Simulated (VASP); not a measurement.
Set up this calculation in VASP 6.6.1, as the native input.

```yaml
Task: single point
Functional: PBE
Dispersion: D3(BJ)
Potentials_or_basis: VASP PAW PBE potentials, release 64 (Sn_d, Se)
Cutoff: 500 eV
k_mesh: 12 × 12 × 6
Occupations: gaussian, width 0.02 eV
Spin: no spin polarisation
Dipole_correction: no
Further_INCAR_settings: ALGO = Normal; EDIFF = 1e-06; NBANDS = 20
```

The structure of SnSe2 lies in POSCAR:

```
SnSe2
1.0
    3.8110000000      0.0000000000      0.0000000000
   -1.9055000000      3.3004228138      0.0000000000
    0.0000000000      0.0000000000      6.1360000000
Sn Se
1 2
Direct
    0.0000000000      0.0000000000      0.0000000000
    0.3333333333      0.6666666667      0.2490000000
    0.6666666667      0.3333333333      0.7510000000
```

One way to write it, as run:

INCAR

```
ALGO = Normal
EDIFF = 1E-6
ENCUT = 500
GGA = PE
GGA_COMPAT = False
ISIF = 2
ISMEAR = 0
IVDW = 12
LASPH = True
LCHARG = False
LREAL = False
LWAVE = False
NBANDS = 20
NELM = 120
PREC = Accurate
SIGMA = 0.02
```

KPOINTS

```
k-points
0
Gamma
  12 12 6
```

Potentials or basis: VASP PAW PBE potentials, release 64 (Sn_d, Se).

The run is started by

```bash
$ cat potpaw_PBE.64/Sn_d/POTCAR potpaw_PBE.64/Se/POTCAR > POTCAR
$ mpirun -np 1 vasp_std > vasp.out
```

Results of the run:

| Item | Value |
| --- | --- |
| Pressure | 3.3 GPa |
| Largest force | 0.818 eV/Å |
| Band gap on the k mesh | 0.72 eV, indirect (least direct gap 1.09 eV) |
| Dispersion energy per atom | -0.361 eV |

Caveat: spin-orbit coupling is left out, which moves the levels of the heavy elements.

It took 58 s on 1 thread of AMD EPYC 9R45 96-Core Processor (Zen 5), with other jobs on the host, peak memory 0.26 GiB.
